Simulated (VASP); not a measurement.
Pt:

```
Pt
1.0
     0.00000    1.96155    1.96155
     1.96155    0.00000    1.96155
     1.96155    1.96155    0.00000
Pt
1
Direct
  0.00000 0.00000 0.00000
```

| Property | Result |
| --- | --- |
| Program | VASP 6.6.1 |
| Task | relaxation of cell and atoms |
| Functional | RPBE |
| Potentials or basis | VASP PAW PBE potentials, release 64 (Pt) |
| Cutoff | 600 eV |
| k mesh | 14 × 14 × 14 |
| Occupations | fermi-dirac, width 0.05 eV |
| Spin | collinear spin, ferromagnetic start |
| Starting moments | [1.0] μB |

At the start: pressure 13.5 GPa; volume 15.09 Å³/atom.

Q: How do energy, volume and symmetry change on relaxing?

A: Over 4 steps the energy falls by 31.0 meV/atom and the volume is 15.88 Å³/atom (+5.2 %); space group Fm-3m (No. 225, to 0.05 Å); moment 0.00 μB per cell.

Step by step:
```
step  energy change (eV)  largest force (eV/Å)  pressure (GPa)  volume (Å³)
   1              0.0000                0.0000           13.46        15.09
   2              0.1290                0.0000          -20.55        18.04
   3             -0.0309                0.0000           -0.58        15.92
   4             -0.0310                0.0000           -0.08        15.88
```

Final structure:
```
CELL_PARAMETERS angstrom
0.00000 1.99502 1.99502
1.99502 0.00000 1.99502
1.99502 1.99502 0.00000
ATOMIC_POSITIONS crystal
Pt 0.00000 0.00000 0.00000
```

Caveat: the PAW data sets were made with another functional, which shifts forces and pressure a little.
